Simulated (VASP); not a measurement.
**In2Te2O: single point with PBE**

In2Te2O:

```
In Te O
1.0
     6.21361   -3.77068    0.00000
     6.21361    3.77068    0.00000
     0.00000    0.00000    7.17347
In Te O
4 4 2
Direct
  0.97566 0.31174 0.77885
  0.68826 0.02434 0.77885
  0.31174 0.97566 0.27885
  0.02434 0.68826 0.27885
  0.35331 0.94574 0.68046
  0.05426 0.64669 0.68046
  0.64669 0.05426 0.18046
  0.94574 0.35331 0.18046
  0.74318 0.25682 0.68438
  0.25682 0.74318 0.18438
```

- Program: VASP 6.6.1
- Task: single point
- Functional: PBE
- Potentials or basis: VASP PAW PBE potentials, release 64 (In_d, Te, O)
- Cutoff: 520 eV
- k mesh: 4 × 4 × 4
- Occupations: gaussian, width 0.02 eV
- Spin: no spin polarisation
- Dipole correction: no
- Further INCAR settings: ALGO = Normal; EDIFF = 1e-06; NBANDS = 55

```
Pressure               : 0.1 GPa
Largest force          : 0.062 eV/Å
Band gap on the k mesh : 1.18 eV (least direct gap 1.20 eV)
```

Forces in eV/Å, atoms in the order of the input:
```
In   0.059 -0.012  0.015
In  -0.059 -0.012  0.015
In   0.059  0.012  0.015
In  -0.059  0.012  0.015
Te  -0.001 -0.004  0.002
Te   0.001 -0.004  0.002
Te   0.001  0.004  0.002
Te  -0.001  0.004  0.002
O    0.000  0.034 -0.033
O    0.000 -0.034 -0.033
```

Stress tensor (GPa, compression positive):
```
 0.18  0.00  0.00
 0.00  0.01  0.00
 0.00  0.00 -0.01
```

Levels at points of the mesh, in eV from the valence-band top:
| k point | band 41 | band 42 | band 43 | band 44 | band 45 | band 46 | band 47 | band 48 |
| --- | --- | --- | --- | --- | --- | --- | --- | --- |
| (0.00, 0.00, 0.00) | -0.33 | -0.22 | -0.18 | -0.02 | 1.18 | 1.65 | 3.42 | 3.64 |
| (0.50, 0.00, 0.00) | -0.58 | -0.39 | -0.32 | -0.15 | 2.21 | 2.48 | 2.69 | 2.89 |
| (0.50, 0.50, 0.00) | -0.57 | -0.48 | -0.46 | -0.26 | 1.86 | 2.01 | 2.72 | 3.02 |
| (0.00, 0.00, 0.50) | -0.29 | -0.29 | -0.05 | -0.05 | 1.88 | 1.88 | 2.94 | 2.94 |
| (0.50, 0.00, 0.50) | -0.71 | -0.71 | -0.27 | -0.27 | 2.41 | 2.41 | 2.68 | 2.68 |
| (0.50, 0.50, 0.50) | -0.68 | -0.68 | -0.32 | -0.32 | 2.07 | 2.07 | 3.15 | 3.15 |

Run time: 7.7 min on 1 thread of Intel(R) Xeon(R) 6975P-C (Granite Rapids), with other jobs on the host, peak memory 0.58 GiB.

Caveat: spin-orbit coupling is left out, which moves the levels of the heavy elements. A k mesh can miss the band edges.
